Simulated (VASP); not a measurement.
# ZnNi (P4/mmm) in VASP: further runs, part 2 of 2

VASP 6.6.1.

### Step 3. Single point, LDA

This run uses another cell than the first one, of 11.04 Å³/atom.

File INCAR:

```
SYSTEM = ZnNi
PREC = Accurate ; ENCUT = 690
EDIFF = 1E-6 ; ISMEAR = 0
SIGMA = 0.1 ; LREAL = .FALSE.
LASPH = .TRUE. ; NELM = 120
ALGO = Normal ; ISIF = 2
LWAVE = .FALSE. ; LCHARG = .FALSE.
NBANDS = 22 ; GGA_COMPAT = .FALSE.
```

File KPOINTS:

```
Automatic mesh
0
G
  16 16 14
  0 0 0
```

File POSCAR:

```
ZnNi
1.0
    2.6338521847      0.0000000000      0.0000000000
    0.0000000000      2.6338521847      0.0000000000
    0.0000000000      0.0000000000      3.1841450316
Zn Ni
1 1
Direct
    0.5000000000      0.5000000000      0.5000000000
    0.0000000000      0.0000000000      0.0000000000
```

Potentials or basis: VASP PAW LDA potentials, release 64 (Zn, Ni_sv_GW).

Command:

```console
$ cat potpaw_LDA.64/Zn/POTCAR potpaw_LDA.64/Ni_sv_GW/POTCAR > POTCAR
$ mpirun -np 1 vasp_std > vasp.out
```

OUTCAR:

```text
SYSTEM = ZnNi
   PREC = Accurate
   ENCUT = 690
   EDIFF = 1E-6
   ISMEAR = 0
   LREAL = .FALSE.
   LASPH = .TRUE.
   NELM = 120
   ISIF = 2

 ion  position               nearest neighbor table
   1  0.500  0.500  0.500-   2 2.45   2 2.45   2 2.45   2 2.45   2 2.45   2 2.45   2 2.45   2 2.45

   2  0.000  0.000  0.000-   1 2.45   1 2.45   1 2.45   1 2.45   1 2.45   1 2.45   1 2.45   1 2.45

  LATTYP: Found a simple tetragonal cell.
 ALAT       =     2.6338521847
 C/A-ratio  =     1.2089308011

  Lattice vectors:

 A1 = (   2.6338521847,   0.0000000000,   0.0000000000)
 A2 = (   0.0000000000,   2.6338521847,   0.0000000000)
 A3 = (   0.0000000000,   0.0000000000,   3.1841450316)

Analysis of symmetry for initial positions (statically):
=====================================================================
 Subroutine PRICEL returns:
 Original cell was already a primitive cell.

 Routine SETGRP: Setting up the symmetry group for a
 simple tetragonal supercell.

 Subroutine GETGRP returns: Found 16 space group operations
 (whereof 16 operations were pure point group operations)
 out of a pool of 16 trial point group operations.

[... 159 lines left out ...]
  free energy    TOTEN  =        -9.92336840 eV

  energy without entropy =       -9.92070763  energy(sigma->0) =       -9.92203802

 E-fermi :   5.9781     XC(G=0): -13.9411

 val. band max:        5.9698356634   @ k =   0.2500   0.0000   0.3571
 cond. band min:       5.9888760459   @ k =   0.4375   0.0000   0.3571
 fundamental gap:      0.0190403825
 Fermi energy:         5.9781257174

 k-point     1 :       0.0000    0.0000    0.0000
  band No.  band energies     occupation
      1     -95.9333      2.00000
      2     -56.9795      2.00000
      3     -56.9077      2.00000
      4     -56.9077      2.00000
      5      -4.7923      2.00000
      6      -2.1143      2.00000
[... 589 lines left out ...]
     21      20.0337      0.00000
     22      20.1478      0.00000

 [... further k-points ...]

------------------------ aborting loop because EDIFF is reached ----------------------------------------

  FORCE on cell =-STRESS in cart. coord.  units (eV):
  Direction    XX          YY          ZZ          XY          YZ          ZX
  --------------------------------------------------------------------------------------
  -------------------------------------------------------------------------------------
  Total       -0.0172592     -0.0172592     -0.0174369      0.0000000      0.0000000      0.0000000
  in kB       -1.2518629     -1.2518629     -1.2647463      0.0000000      0.0000000      0.0000000
  external PRESSURE =      -1.2561574 kB  Pullay stress =       0.0000000 kB

 VOLUME and BASIS-vectors are now :
 -----------------------------------------------------------------------------
  energy-cutoff  :      690.00
  volume of cell :       22.09
      direct lattice vectors                 reciprocal lattice vectors
     2.633852185  0.000000000  0.000000000     0.379672028  0.000000000  0.000000000
     0.000000000  2.633852185  0.000000000     0.000000000  0.379672028  0.000000000
     0.000000000  0.000000000  3.184145032     0.000000000  0.000000000  0.314056046

 POSITION                                       TOTAL-FORCE (eV/Angst)
 -----------------------------------------------------------------------------------
      1.31693      1.31693      1.59207         0.000000      0.000000      0.000000
      0.00000      0.00000      0.00000         0.000000      0.000000      0.000000
 -----------------------------------------------------------------------------------
    total drift:                                0.000000      0.000000     -0.000000

  FREE ENERGIE OF THE ION-ELECTRON SYSTEM (eV)
  ---------------------------------------------------
  free  energy   TOTEN  =        -9.9233683978 eV

  energy  without entropy=       -9.9207076325  energy(sigma->0) =       -9.92203802
```

It took 82 s on 1 thread of Intel Xeon 6975P-C (Granite Rapids), shared host; peak memory 0.41 GiB.

What came out:

```yaml
Free_energy: -9.9234 eV
Pressure: -0.1 GPa
Band_gap_on_the_k_mesh: zero (bands 15 and 16 overlap by 6.58 eV)
```

Levels at points of the mesh, in eV from the Fermi level:
| k point | band 13 | band 14 | band 15 | band 16 | band 17 | band 18 |
| --- | --- | --- | --- | --- | --- | --- |
| (0.00, 0.00, 0.00) | -0.99 | -0.99 | -0.70 | 3.28 | 9.88 | 10.18 |
| (0.50, 0.00, 0.00) | -2.51 | -1.53 | -1.08 | 0.46 | 11.03 | 11.24 |
| (0.50, 0.50, 0.00) | -1.46 | -0.51 | -0.51 | -0.28 | 5.22 | 5.75 |
| (0.00, 0.00, 0.50) | -1.50 | -1.50 | -1.10 | -0.75 | 14.85 | 14.85 |
| (0.50, 0.00, 0.50) | -1.60 | -1.19 | -1.02 | -0.80 | 3.38 | 3.88 |
| (0.50, 0.50, 0.50) | -0.88 | -0.27 | 5.66 | 5.71 | 5.71 | 5.78 |

Spin polarisation is off, so any magnetic state and its effect on volume and gap are missing.

### Step 4. Single point, LDA

This run uses another cell than the first one, of 11.06 Å³/atom.

File INCAR:

```
PREC     = Accurate       # precision mode
ENCUT    = 690            # plane-wave cutoff, eV
EDIFF    = 1E-6           # SCF threshold, eV
ISMEAR   = -1             # smearing method
SIGMA    = 0.15           # smearing width, eV
LREAL    = False          # projectors in reciprocal space
LASPH    = True           # aspherical terms in the spheres
NELM     = 120            # most SCF steps
ALGO     = Normal         # electronic algorithm
ISIF     = 2              # what is computed and relaxed
LWAVE    = False          # write WAVECAR
LCHARG   = True           # write CHGCAR
GGA      = CA             # functional
LELF     = True           # ELF
LVHAR    = True         
NBANDS   = 22             # bands
GGA_COMPAT= False
```

File KPOINTS:

```
regular mesh
0
Gamma
  16 16 14
```

File POSCAR:

```
ZnNi
1.0
    2.6322786211      0.0000000000      0.0000000000
    0.0000000000      2.6322786211      0.0000000000
    0.0000000000      0.0000000000      3.1925935162
Zn Ni
1 1
Direct
    0.5000000000      0.5000000000      0.5000000000
    0.0000000000      0.0000000000      0.0000000000
```

Command:

```console
$ cat potpaw_LDA.64/Zn/POTCAR potpaw_LDA.64/Ni_sv_GW/POTCAR > POTCAR
$ mpirun -np 1 vasp_std > vasp.out
```

It took 2 min on 1 thread of Intel Xeon Platinum 8488C (Sapphire Rapids), shared host; peak memory 0.41 GiB.

It converged, with:

- Free energy: -9.9452 eV
- Pressure: -0.2 GPa
- Band gap on the k mesh: zero (bands 15 and 16 overlap by 6.59 eV)

Levels at points of the mesh, in eV from the Fermi level:
| k point | band 12 | band 13 | band 14 | band 15 | band 16 | band 17 | band 18 | band 19 |
| --- | --- | --- | --- | --- | --- | --- | --- | --- |
| (0.00, 0.00, 0.00) | -2.37 | -0.98 | -0.98 | -0.69 | 3.22 | 9.81 | 10.23 | 10.23 |
| (0.50, 0.00, 0.00) | -2.55 | -2.50 | -1.52 | -1.07 | 0.47 | 10.99 | 11.18 | 12.18 |
| (0.50, 0.50, 0.00) | -1.46 | -1.46 | -0.48 | -0.48 | -0.27 | 5.24 | 5.78 | 12.96 |
| (0.00, 0.00, 0.50) | -2.79 | -1.49 | -1.49 | -1.10 | -0.74 | 14.87 | 14.87 | 16.23 |
| (0.50, 0.00, 0.50) | -2.19 | -1.59 | -1.19 | -1.01 | -0.79 | 3.37 | 3.88 | 18.14 |
| (0.50, 0.50, 0.50) | -3.41 | -0.88 | -0.26 | 5.68 | 5.72 | 5.72 | 5.78 | 5.78 |

Spin polarisation is off, so any magnetic state and its effect on volume and gap are missing.

### Step 5. Summary

| cell | smearing | gap on the mesh (eV) | pressure (GPa) |
| --- | --- | --- | --- |
| a = 2.615, b = 2.615, c = 3.170 Å, 2 atoms | fermi-dirac 0.15 eV | none | 4.0 |
| a = 2.634, b = 2.634, c = 3.184 Å, 2 atoms | gaussian 0.1 eV | none | -0.1 |
| a = 2.632, b = 2.632, c = 3.193 Å, 2 atoms | fermi-dirac 0.15 eV | none | -0.2 |

Alike in all rows: task single point; level LDA; potentials or basis VASP PAW LDA potentials, release 64 (Zn, Ni_sv_GW); no spin polarisation; k mesh 16 × 16 × 14; cutoff (eV) 690.

Caveats: the cell stands under pressure (at least some runs).

Total energies depend on the potentials used, so only differences within one code and one set of settings carry meaning.

The gap in the log of VASP goes by the Fermi energy; the results here count the filled bands.